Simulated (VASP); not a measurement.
A run of VASP 6.6.1:

Contents of INCAR:

```
ALGO = Normal
EDIFF = 1E-6
ENCUT = 500
GGA = PE
GGA_COMPAT = False
ISIF = 2
ISMEAR = 0
LASPH = True
LCHARG = True
LELF = True
LREAL = False
LVHAR = True
LWAVE = False
NBANDS = 16
NELM = 120
PREC = Accurate
SIGMA = 0.2
```

The input KPOINTS:

```
k-points
0
Gamma
  6 6 6
```

The input POSCAR:

```
GaSb
1.0
    0.0000000000      2.9064384715      2.9064384715
    2.9064384715      0.0000000000      2.9064384715
    2.9064384715      2.9064384715      0.0000000000
Ga Sb
1 1
Direct
    0.5000000000      0.5000000000      0.5000000000
    0.0000000000      0.0000000000      0.0000000000
```

Potentials or basis: VASP PAW PBE potentials, release 64 (Ga_d, Sb).

Launch:

```console
$ cat potpaw_PBE.64/Ga_d/POTCAR potpaw_PBE.64/Sb/POTCAR > POTCAR
$ mpirun -np 1 vasp_std > vasp.out
```

Hardware: 1 thread of Intel Xeon 8259CL, on a shared host.

Q: How long does it take, and how much memory?

A: Wall time 22 s on 1 thread of Intel Xeon 8259CL, with other jobs on the host, peak memory 0.17 GiB. Counts: scf iterations 11, k points 16.
